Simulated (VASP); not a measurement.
# BeV2 (P6_3/mmc) in VASP: notebook

The runs below take BeV2 through single point, relaxation of cell and atoms, with PBE.

Program: VASP 6.6.1. These are calculated values, not measurements. Logs are shortened: lines on timing, memory, paths and dates and some standing lists are left out, and cuts for length are marked.

## Step 1: The cell of the first run

Symmetry: P6_3/mmc, No. 194, hexagonal system. Conventional cell: a = 2.541 Å, b = 2.541 Å, c = 13.209 Å, α = 90.00°, β = 90.00°, γ = 120.00°. Within 3.4 Å of Be (site symmetry -6m2) lie 6 Be at 2.54 Å and 6 V at 2.55 Å. Within 3.4 Å of V (site symmetry 3m) lie 9 V at 2.54 to 2.83 Å and 3 Be at 2.55 Å.

## Step 2: Single point, PBE

Contents of INCAR:

```
SYSTEM = BeV2
PREC = Accurate ; ENCUT = 520
EDIFF = 1E-6 ; ISMEAR = 0
SIGMA = 0.1 ; LREAL = .False.
LASPH = .True. ; NELM = 80
ALGO = Fast ; ISIF = 2
LWAVE = .False. ; LCHARG = .False.
GGA = PE ; NBANDS = 37
```

Contents of KPOINTS:

```
Automatic mesh
0
Gamma
  6 6 2
  0 0 0
```

Contents of POSCAR:

```
BeV2
1.0
    2.5407825106      0.0000000000      0.0000000000
   -1.2703912553      2.2003821997      0.0000000000
    0.0000000000      0.0000000000     13.2090833304
Be V
2 4
Direct
    0.3333333333      0.6666666667      0.2500000000
    0.6666666667      0.3333333333      0.7500000000
    0.3333333333      0.6666666667      0.5918085878
    0.6666666667      0.3333333333      0.0918085878
    0.3333333333      0.6666666667      0.9081914122
    0.6666666667      0.3333333333      0.4081914122
```

Potentials or basis: VASP PAW PBE potentials, release 64 (Be, V_sv).

Command:

```console
$ cat potpaw_PBE.64/Be/POTCAR potpaw_PBE.64/V_sv/POTCAR > POTCAR
$ mpirun -np 1 vasp_std > vasp.out
```

OUTCAR:

```text
SYSTEM = BeV2
   PREC = Accurate
   ENCUT = 520
   EDIFF = 1E-6
   ISMEAR = 0
   LREAL = .False.
   LASPH = .True.
   NELM = 80
   ISIF = 2
   GGA = PE

 ion  position               nearest neighbor table
   1  0.333  0.667  0.250-   4 2.55   6 2.55   4 2.55   6 2.55   4 2.55   6 2.55
   2  0.667  0.333  0.750-   3 2.55   5 2.55   3 2.55   5 2.55   3 2.55   5 2.55
   3  0.333  0.667  0.592-   2 2.55   2 2.55   2 2.55   6 2.83   6 2.83   6 2.83
   4  0.667  0.333  0.092-   1 2.55   1 2.55   1 2.55   5 2.83   5 2.83   5 2.83
   5  0.333  0.667  0.908-   2 2.55   2 2.55   2 2.55   4 2.83   4 2.83   4 2.83
   6  0.667  0.333  0.408-   1 2.55   1 2.55   1 2.55   3 2.83   3 2.83   3 2.83

  LATTYP: Found a hexagonal cell.
 ALAT       =     2.5407825106
 C/A-ratio  =     5.1988248799

  Lattice vectors:

 A1 = (   2.5407825106,   0.0000000000,   0.0000000000)
 A2 = (  -1.2703912553,   2.2003821997,   0.0000000000)
 A3 = (   0.0000000000,   0.0000000000,  13.2090833304)

Analysis of symmetry for initial positions (statically):
=====================================================================
 Subroutine PRICEL returns:
 Original cell was already a primitive cell.

 Routine SETGRP: Setting up the symmetry group for a
 hexagonal supercell.

 Subroutine GETGRP returns: Found 24 space group operations
 (whereof 12 operations were pure point group operations)
 out of a pool of 24 trial point group operations.

The static configuration has the point symmetry D_3d.
 The point group associated with its full space group is D_6h.

Analysis of symmetry for dynamics (positions and initial velocities):
=====================================================================
 Subroutine PRICEL returns:
 Original cell was already a primitive cell.

 Routine SETGRP: Setting up the symmetry group for a
 hexagonal supercell.

 Subroutine GETGRP returns: Found 24 space group operations
 (whereof 12 operations were pure point group operations)
 out of a pool of 24 trial point group operations.

The dynamic configuration has the point symmetry D_3d.
 The point group associated with its full space group is D_6h.

 Subroutine INISYM returns: Found 24 space group operations
 (whereof 12 operations are pure point group operations),
 and found     1 'primitive' translations

----------------------------------------------------------------------------------------

                                     Primitive cell

  volume of cell :      73.8479

  direct lattice vectors                    reciprocal lattice vectors
     2.540782511  0.000000000  0.000000000     0.393579535  0.227233251  0.000000000
    -1.270391255  2.200382200  0.000000000     0.000000000  0.454466501  0.000000000
     0.000000000  0.000000000 13.209083330     0.000000000  0.000000000  0.075705480

  length of vectors
     2.540782511  2.540782511 13.209083330     0.454466501  0.454466501  0.075705480

  position of ions in fractional coordinates (direct lattice)
     0.333333333  0.666666667  0.250000000
     0.666666667  0.333333333  0.750000000
     0.333333333  0.666666667  0.591808588
     0.666666667  0.333333333  0.091808588
     0.333333333  0.666666667  0.908191412
     0.666666667  0.333333333  0.408191412

  ion indices of the primitive-cell ions
   primitive index   ion index
                 1           1
                 2           2
                 3           3
                 4           4
                 5           5
                 6           6

----------------------------------------------------------------------------------------

 KPOINTS: Automatic mesh

Automatic generation of k-mesh.
 Grid dimensions read from file:
 generate k-points for:    6    6    2

 Generating k-lattice:

  Cartesian coordinates                     Fractional coordinates (reciprocal lattice)
     0.065596589  0.037872208  0.000000000     0.166666667  0.000000000  0.000000000
     0.000000000  0.075744417  0.000000000     0.000000000  0.166666667  0.000000000
     0.000000000  0.000000000  0.037852740     0.000000000  0.000000000  0.500000000

  Length of vectors
     0.075744417  0.075744417  0.037852740

  Shift w.r.t. Gamma in fractional coordinates (k-lattice)
     0.000000000  0.000000000  0.000000000

 Subroutine IBZKPT returns following result:
 ===========================================

 Found     14 irreducible k-points:

 Following reciprocal coordinates:
            Coordinates               Weight
  0.000000  0.000000  0.000000      1.000000
  0.166667  0.000000  0.000000      6.000000
  0.333333  0.000000  0.000000      6.000000
  0.500000  0.000000  0.000000      3.000000
  0.166667  0.166667  0.000000      6.000000
  0.333333  0.166667  0.000000     12.000000
  0.333333  0.333333  0.000000      2.000000
  0.000000  0.000000  0.500000      1.000000
  0.166667  0.000000  0.500000      6.000000
  0.333333  0.000000  0.500000      6.000000
  0.500000  0.000000  0.500000      3.000000
  0.166667  0.166667  0.500000      6.000000
  0.333333  0.166667  0.500000     12.000000
  0.333333  0.333333  0.500000      2.000000
   k-points           NKPTS =     14   k-points in BZ     NKDIM =     14   number of bands    NBANDS=     37
   number of dos      NEDOS =    301   number of ions     NIONS =      6
   total plane-waves  NPLWV =  39200
   dimension x,y,z NGX =    20 NGY =   20 NGZ =   98
   dimension x,y,z NGXF=    40 NGYF=   40 NGZF=  196
   ions per type =               2   4
   NGX,Y,Z   is equivalent  to a cutoff of  13.09, 13.09, 12.33 a.u.
   NGXF,Y,Z  is equivalent  to a cutoff of  26.17, 26.17, 24.67 a.u.
 SYSTEM =  BeV2
   PREC   = accura    normal or accurate (medium, high low for compatibility)
   ISTART =      0    job   : 0-new  1-cont  2-samecut
   ICHARG =      2    charge: 1-file 2-atom 10-const
   ISPIN  =      1    spin polarized calculation?
   LNONCOLLINEAR =      F non collinear calculations
   LSORBIT =      F    spin-orbit coupling
   LASPH  =      T    aspherical Exc in radial PAW
   ENCUT  =  520.0 eV  38.22 Ry    6.18 a.u.   4.72  4.72 24.56*2*pi/ulx,y,z
   NELM   =     80;   NELMIN=  2; NELMDL= -5     # of ELM steps
   EDIFF  = 0.1E-05   stopping-criterion for ELM
   LREAL  =      F    real-space projection
   EDIFFG = 0.1E-04   stopping-criterion for IOM
   NSW    =      0    number of steps for IOM
   IBRION =     -1    ionic relax: 0-MD 1-quasi-New 2-CG
   NFREE  =      0    steps in history (QN), initial steepest desc. (CG)
   ISIF   =      2    stress and relaxation
   ISYM   =      2    0-nonsym 1-usesym 2-fastsym
   POTIM  = 0.5000    time-step for ionic-motion
   TEBEG  =    0.0;   TEEND  =   0.0 temperature during run
   PSTRESS=    0.0 pullay stress
   NELECT =      56.0000    total number of electrons
   NUPDOWN=      -1.0000    fix difference up-down
   EMIN   =  10.00;   EMAX   =-10.00  energy-range for DOS
   EFERMI =   0.00;   METHOD = LEGACY
   ISMEAR =     0;   SIGMA  =   0.10  broadening in eV -4-tet -1-fermi 0-gaus
   EFERMI_NEDOS =   21; number of points for ismear=-14 and -15
   IALGO  =     68    algorithm
   IMIX   =      4    mixing-type and parameters
     AMIX     =   0.40;   BMIX     =  1.00
     AMIX_MAG =   1.60;   BMIX_MAG =  1.00
  volume/ion in A,a.u.               =      12.31        83.06
  Fermi-wavevector in a.u.,A,eV,Ry     =   1.492879  2.821133 30.323156  2.228689
  Thomas-Fermi vector in A             =   2.605351
   LORBIT       =      0    0 simple, 1 ext, 2 COOP (PROOUT), +10 PAW based schemes
   GGA     = PE    functional components
   LHFCALC =     F    Hartree Fock is set to
   AEXX    =    0.0000 exact exchange contribution
   IVDW    =     0    specifies the selected vdW correction
   LEPSILON=     F    determine dielectric tensor
   LRPA    =     F    only Hartree local field effects (RPA)
 non-spin polarized calculation
 RMM-DIIS sequential band-by-band and
 Gauss-broadening in eV      SIGMA  =   0.10
  energy-cutoff  :      520.00
  volume of cell :       73.85
 maximum number of plane-waves:      2018
 NGX is ok and might be reduce to    20
   NGX =  9   NGY =  9   NGZ = 49

 number of electron      55.9999964 magnetization

 Free energy of the ion-electron system (eV)
  ---------------------------------------------------
  ext. energy  EPLUGINS =         0.00000000
  ---------------------------------------------------
  free energy    TOTEN  =       -41.97906280 eV

  energy without entropy =      -41.92824995  energy(sigma->0) =      -41.95365637

 E-fermi :   8.5646     XC(G=0): -12.0531

 val. band max:        8.5493959097   @ k =   0.3333   0.0000   0.0000
 cond. band min:       8.5797923745   @ k =   0.3333   0.3333   0.0000
 fundamental gap:      0.0303964648
 Fermi energy:         8.5646312778

 k-point     1 :       0.0000    0.0000    0.0000
  band No.  band energies     occupation
      1     -55.4109      2.00000
      2     -55.4109      2.00000
      3     -55.3642      2.00000
      4     -55.3641      2.00000
      5     -29.4426      2.00000
      6     -29.4403      2.00000
[... 29 lines left out ...]
     36      10.8924      0.00000
     37      10.9198      0.00000

 k-point     2 :       0.1667    0.0000    0.0000
  band No.  band energies     occupation
      1     -55.3555      2.00000
      2     -55.3554      2.00000
      3     -55.3143      2.00000
      4     -55.3142      2.00000
      5     -29.3835      2.00000
      6     -29.3813      2.00000
[... 29 lines left out ...]
     36      10.5987      0.00000
     37      10.6592      0.00000

 k-point     3 :       0.3333    0.0000    0.0000
  band No.  band energies     occupation
      1     -55.2414      2.00000
      2     -55.2413      2.00000
      3     -55.2147      2.00000
      4     -55.2146      2.00000
      5     -29.4218      2.00000
      6     -29.4217      2.00000
[... 29 lines left out ...]
     36      10.9804      0.00000
     37      11.4393      0.00000
[... 361 lines left out ...]
 k-point    13 :       0.3333    0.1667    0.5000
  band No.  band energies     occupation
      1     -55.1816      2.00000
      2     -55.1816      2.00000
      3     -55.1663      2.00000
      4     -55.1663      2.00000
      5     -29.5396      2.00000
      6     -29.5396      2.00000
[... 29 lines left out ...]
     36      10.5767      0.00000
     37      12.0327      0.00000

 k-point    14 :       0.3333    0.3333    0.5000
  band No.  band energies     occupation
      1     -55.1469      2.00000
      2     -55.1469      2.00000
      3     -55.1468      2.00000
      4     -55.1468      2.00000
      5     -29.3608      2.00000
      6     -29.3608      2.00000
[... 29 lines left out ...]
     36      10.6252      0.00000
     37      11.9217      0.00000

------------------------ aborting loop because EDIFF is reached ----------------------------------------

  FORCE on cell =-STRESS in cart. coord.  units (eV):
  Direction    XX          YY          ZZ          XY          YZ          ZX
  --------------------------------------------------------------------------------------
  -------------------------------------------------------------------------------------
  Total       -0.0416026     -0.0416026     -0.0540338      0.0000000     -0.0000000      0.0000000
  in kB       -0.9025939     -0.9025939     -1.1722965      0.0000000     -0.0000000      0.0000000
  external PRESSURE =      -0.9924948 kB  Pullay stress =       0.0000000 kB

 VOLUME and BASIS-vectors are now :
 -----------------------------------------------------------------------------
  energy-cutoff  :      520.00
  volume of cell :       73.85
      direct lattice vectors                 reciprocal lattice vectors
     2.540782511  0.000000000  0.000000000     0.393579535  0.227233251  0.000000000
    -1.270391255  2.200382200  0.000000000     0.000000000  0.454466501  0.000000000
     0.000000000  0.000000000 13.209083330     0.000000000  0.000000000  0.075705480

 POSITION                                       TOTAL-FORCE (eV/Angst)
 -----------------------------------------------------------------------------------
     -0.00000      1.46692      3.30227         0.000000     -0.000000     -0.000000
      1.27039      0.73346      9.90681         0.000000      0.000000     -0.000000
     -0.00000      1.46692      7.81725         0.000000     -0.000000     -0.003668
      1.27039      0.73346      1.21271        -0.000000     -0.000000     -0.003668
     -0.00000      1.46692     11.99638         0.000000     -0.000000      0.003668
      1.27039      0.73346      5.39183        -0.000000      0.000000      0.003668
 -----------------------------------------------------------------------------------
    total drift:                               -0.000000      0.000000     -0.000000

  FREE ENERGIE OF THE ION-ELECTRON SYSTEM (eV)
  ---------------------------------------------------
  free  energy   TOTEN  =       -41.9790627966 eV

  energy  without entropy=      -41.9282499495  energy(sigma->0) =      -41.95365637
```

Wall time 26 s (1 thread of Intel Xeon 6975P-C (Granite Rapids), shared host); peak memory 0.18 GiB.

What came out:

```
Free energy            : -41.9791 eV
Pressure               : -0.1 GPa
Largest force          : 0.004 eV/Å
Band gap on the k mesh : zero (band 28 reaches 9.06 eV, above the bottom of band 29 at 8.07 eV)
```

Forces on the atoms (eV/Å):
```
Be   0.000  0.000  0.000
Be   0.000  0.000  0.000
V    0.000  0.000 -0.004
V    0.000  0.000 -0.004
V    0.000  0.000  0.004
V    0.000  0.000  0.004
```

Caveat: the k points lie up to 0.48 Å⁻¹ apart.

## Step 3: Relaxation of cell and atoms, PBE

This run uses another cell than the first one, of 10.45 Å³/atom, 0.849 times its volume.

Contents of INCAR:

```
PREC     = Accurate       # precision mode
ENCUT    = 600            # plane-wave cutoff, eV
EDIFF    = 1E-6           # SCF threshold, eV
ISMEAR   = 0              # smearing method
SIGMA    = 0.1            # smearing width, eV
LREAL    = F              # projectors in reciprocal space
LASPH    = T              # aspherical terms in the spheres
NELM     = 60             # most SCF steps
ALGO     = Normal         # electronic algorithm
ISIF     = 3              # what is computed and relaxed
LWAVE    = F              # write WAVECAR
LCHARG   = F              # write CHGCAR
GGA      = PE             # functional
IBRION   = 2              # ionic algorithm
NSW      = 90             # ionic steps
EDIFFG   = -0.04          # ionic threshold
```

Contents of KPOINTS:

```
Automatic mesh
0
Gamma
  6 6 2
```

Contents of POSCAR:

```
BeV2
1.0
    2.6504342316      0.0000000000      0.0000000000
   -1.3252171158      2.2953433757      0.0000000000
    0.0000000000      0.0000000000     10.3091022989
Be V
2 4
Direct
    0.3333333333      0.6666666667      0.2500000000
    0.6666666667      0.3333333333      0.7500000000
    0.3333333333      0.6666666667      0.6275000000
    0.6666666667      0.3333333333      0.1275000000
    0.3333333333      0.6666666667      0.8725000000
    0.6666666667      0.3333333333      0.3725000000
```

Potentials or basis: VASP PAW PBE potentials, release 64 (Be, V_sv).

Command:

```console
$ cat potpaw_PBE.64/Be/POTCAR potpaw_PBE.64/V_sv/POTCAR > POTCAR
$ mpirun -np 1 vasp_std > vasp.out
```

Wall time 3.5 min (1 thread of Intel Xeon 6975P-C (Granite Rapids), shared host); peak memory 0.22 GiB.

It converged, with:

```
Free energy                            : -41.9516 eV
Relaxed volume                         : 12.28 Å³/atom
Relaxed cell                           : a = 2.540 Å, b = 2.540 Å, c = 13.185 Å, α = 90.00°, β = 90.00°, γ = 120.00°
Space group after relaxing (to 0.05 Å) : P6_3/mmc (No. 194)
Energy gained by relaxing              : 1362.4 meV/atom
Ionic steps                            : 14
Pressure after relaxing                : 0.0 GPa
Largest force after relaxing           : 0.039 eV/Å
Band gap on the k mesh                 : zero (band 28 reaches 9.09 eV, above the bottom of band 29 at 8.10 eV)
```

Forces on the atoms (eV/Å):
```
Be   0.000  0.000  0.000
Be   0.000  0.000  0.000
V    0.000  0.000  0.039
V    0.000  0.000  0.039
V    0.000  0.000 -0.039
V    0.000  0.000 -0.039
```

Stress tensor (GPa, compression positive):
```
 0.16  0.00  0.00
 0.00  0.16  0.00
 0.00  0.00 -0.23
```

Step by step:
```tsv
step	energy change (eV)	largest force (eV/Å)	pressure (GPa)	volume (Å³)
1	0.0000	6.3372	62.43	62.72
2	-3.2321	0.5013	-26.39	107.41
3	-5.5602	1.7631	-12.13	85.58
4	-5.5850	1.9531	-9.94	84.01
5	-5.5854	2.0542	-8.79	83.23
6	-7.1555	1.0643	-7.18	79.01
7	-7.9427	0.3413	-0.90	74.38
8	-7.9531	0.8104	2.96	73.38
9	-7.9578	0.6387	2.05	73.74
10	-8.1463	0.2747	-2.06	74.96
11	-8.1532	0.2033	-2.74	75.22
12	-8.1638	0.0804	1.93	72.79
13	-8.1702	0.1267	0.09	73.70
14	-8.1743	0.0387	0.03	73.68
```

Final structure:
```cif
data_structure
_symmetry_space_group_name_H-M 'P 1'
_symmetry_Int_Tables_number 1
_cell_length_a 2.5401
_cell_length_b 2.5401
_cell_length_c 13.1853
_cell_angle_alpha 90.000
_cell_angle_beta 90.000
_cell_angle_gamma 120.000
_cell_volume 73.68
loop_
_atom_site_label
_atom_site_type_symbol
_atom_site_fract_x
_atom_site_fract_y
_atom_site_fract_z
_atom_site_occupancy
Be1 Be 0.33333 0.66667 0.25000 1
Be2 Be 0.66667 0.33333 0.75000 1
V1 V 0.33333 0.66667 0.59157 1
V2 V 0.66667 0.33333 0.09157 1
V3 V 0.33333 0.66667 0.90843 1
V4 V 0.66667 0.33333 0.40843 1
```

Levels at points of the mesh, in eV from the Fermi level:
```tsv
k point	band 24	band 25	band 26	band 27	band 28	band 29	band 30	band 31	band 32	band 33
(0.00, 0.00, 0.00)	-1.15	-1.15	-1.10	0.44	0.44	0.45	0.45	0.57	0.57	0.58
(0.50, 0.00, 0.00)	-1.91	-1.75	-1.11	0.48	0.50	0.57	1.00	1.22	1.32	2.21
(0.00, 0.00, 0.50)	-1.28	-1.15	-1.15	0.45	0.45	0.45	0.45	0.58	0.58	0.58
(0.50, 0.00, 0.50)	-2.10	-1.36	-1.36	0.11	0.11	1.24	1.24	1.26	1.26	2.29
```

Caveat: the k points lie up to 0.48 Å⁻¹ apart in the final cell; the volume moved by over 15 % at a fixed basis, so the end points are rough.
